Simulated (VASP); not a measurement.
Set up this calculation in VASP 6.6.1, as the native input.

* Task: single point
* Functional: PBE
* Potentials or basis: VASP PAW PBE potentials, release 64 (Ti_sv, Be, H)
* Cutoff: 520 eV
* k mesh: 16 × 16 × 12
* Occupations: gaussian, width 0.1 eV
* Spin: no spin polarisation
* Dipole correction: no
* Further INCAR settings: ALGO = Normal; EDIFF = 1e-06; NBANDS = 16

The structure of TiBeH2 lies in POSCAR:

```
TiBeH2
1.0
    2.8041717574      0.0000000000      0.0000000000
    0.0000000000      2.8041717574      0.0000000000
    0.0000000000      0.0000000000      3.7071164973
Ti Be H
1 1 2
Direct
    0.5000000000      0.5000000000      0.5000000000
    0.0000000000      0.0000000000      0.0000000000
    0.0000000000      0.0000000000      0.5000000000
    0.5000000000      0.5000000000      0.0000000000
```

These files were run (other wordings do the same):

INCAR

```
ALGO = Normal
EDIFF = 1E-6
ENCUT = 520
GGA = PE
ISIF = 2
ISMEAR = 0
LASPH = True
LCHARG = True
LELF = True
LREAL = False
LVHAR = True
LWAVE = False
NBANDS = 16
NELM = 100
PREC = Accurate
SIGMA = 0.1
```

KPOINTS

```
k-points
0
Gamma
  16 16 12
```

Potentials or basis: VASP PAW PBE potentials, release 64 (Ti_sv, Be, H).

Launch:

```bash
$ cat potpaw_PBE.64/Ti_sv/POTCAR potpaw_PBE.64/Be/POTCAR potpaw_PBE.64/H/POTCAR > POTCAR
$ mpirun -np 1 vasp_std > vasp.out
```

Results of the run:

```json
{
 "Pressure": "-0.1 GPa",
 "Band gap on the k mesh": "zero (band 8 reaches 8.59 eV, above the bottom of band 9 at 7.36 eV)"
}
```

Run time: 2.5 min on 1 thread of Intel(R) Xeon(R) Platinum 8259CL CPU @ 2.50GHz (Skylake/Cascade Lake) (shared host), peak memory 0.27 GiB.
